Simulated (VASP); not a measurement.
Si:

```xyz
4
Lattice="2.7692 0.0000 0.0000 -1.3846 2.3982 0.0000 0.0000 0.0000 9.0441" Properties=species:S:1:pos:R:3 pbc="T T T"
Si    0.0000    0.0000    0.0000
Si    0.0000    0.0000    4.5221
Si    0.0000    1.5988    2.2610
Si    1.3846    0.7994    6.7831
```

- Program: VASP 6.6.1
- Task: relaxation of cell and atoms
- Functional: r2SCAN
- Potentials or basis: VASP PAW PBE potentials, release 64 (Si)
- Cutoff: 600 eV
- k mesh: 13 × 13 × 4
- Occupations: fermi-dirac, width 0.1 eV
- Spin: no spin polarisation

At the start: pressure -6.2 GPa; volume 15.02 Å³/atom.

Q: Where does the relaxation end?

A: Over 7 steps the energy falls by 26.8 meV/atom and the volume is 13.77 Å³/atom (-8.3 %); space group P6_3/mmc (No. 194, to 0.05 Å).

The path:
```tsv
step	energy change (eV)	largest force (eV/Å)	pressure (GPa)	volume (Å³)
1	0.0000	0.0000	-6.18	60.06
2	-0.1057	0.0000	-0.08	55.16
3	-0.1057	0.0000	0.06	55.06
4	-0.1069	0.0000	0.07	55.08
5	-0.1071	0.0000	0.07	55.08
6	-0.1070	0.0000	0.06	55.09
7	-0.1071	0.0000	0.06	55.09
```

Final structure:
```cif
data_structure
_symmetry_space_group_name_H-M 'P 1'
_symmetry_Int_Tables_number 1
_cell_length_a 2.6754
_cell_length_b 2.6754
_cell_length_c 8.8864
_cell_angle_alpha 90.000
_cell_angle_beta 90.000
_cell_angle_gamma 120.000
_cell_volume 55.09
loop_
_atom_site_label
_atom_site_type_symbol
_atom_site_fract_x
_atom_site_fract_y
_atom_site_fract_z
_atom_site_occupancy
Si1 Si 0.00000 0.00000 0.00000 1
Si2 Si 0.00000 0.00000 0.50000 1
Si3 Si 0.33333 0.66667 0.25000 1
Si4 Si 0.66667 0.33333 0.75000 1
```

Caveat: the PAW data sets were made with another functional, which shifts forces and pressure a little.
